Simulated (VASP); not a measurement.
Wanted: the native input for a VASP 6.6.1 run.

```yaml
Task: single point
Functional: PBE
Potentials_or_basis: VASP PAW PBE potentials, release 64 (Sb, Bi_d, O)
Cutoff: 520 eV
k_mesh: 4 × 4 × 4
Occupations: gaussian, width 0.1 eV
Spin: no spin polarisation
Dipole_correction: no
Further_INCAR_settings: ALGO = Normal; EDIFF = 1e-06; NBANDS = 26
```

The structure of BiSb2O2 lies in POSCAR:

```
BiSb2O2
1.0
    4.1656907300      0.0000000000      0.0000000000
    0.0000000000      4.1656907300      0.0000000000
    0.0000000000      0.0000000000      7.4495367900
Sb Bi O
2 1 2
Direct
    0.5000000000      0.5000000000      0.5000000000
    0.0000000000      0.0000000000      0.0000000000
    0.5000000000      0.5000000000      0.0000000000
    0.0000000000      0.0000000000      0.7898384100
    0.0000000000      0.0000000000      0.2101615900
```

The cell was generated, and may not be a known phase.

These files were run (other wordings do the same):

INCAR

```
SYSTEM = BiSb2O2
PREC     = Accurate       ! precision mode
ENCUT    = 520            ! plane-wave cutoff, eV
EDIFF    = 1E-6           ! SCF threshold, eV
ISMEAR   = 0              ! smearing method
SIGMA    = 0.1            ! smearing width, eV
LREAL    = .FALSE.        ! projectors in reciprocal space
LASPH    = .TRUE.         ! aspherical terms in the spheres
NELM     = 60             ! most SCF steps
ALGO     = Normal         ! electronic algorithm
ISIF     = 2              ! what is computed and relaxed
LWAVE    = .FALSE.        ! write WAVECAR
LCHARG   = .TRUE.         ! write CHGCAR
GGA      = PE             ! functional
LELF     = .TRUE.         ! ELF
LVHAR    = .TRUE.       
NBANDS   = 26             ! bands
```

KPOINTS

```
Automatic mesh
0
G
  4 4 4
  0 0 0
```

Potentials or basis: VASP PAW PBE potentials, release 64 (Sb, Bi_d, O).

Launch:

```bash
$ cat potpaw_PBE.64/Sb/POTCAR potpaw_PBE.64/Bi_d/POTCAR potpaw_PBE.64/O/POTCAR > POTCAR
$ mpirun -np 1 vasp_std > vasp.out
```

Results of the run:

The pressure is 30.4 GPa and the largest force is 21.721 eV/Å. The band gap on the k mesh is zero (an odd number of electrons rules out a gap without spin polarisation).

Caveat: the k points lie up to 0.38 Å⁻¹ apart, too coarse for converged energies and pressures of a metal; spin-orbit coupling is left out, which moves the levels of the heavy elements; an odd number of electrons without spin polarisation forces a metal; a magnetic or distorted state may lie lower.

Wall time 46 s on 1 thread of AMD EPYC 7R13 Processor (Zen 3), on a shared host, peak memory 0.22 GiB.
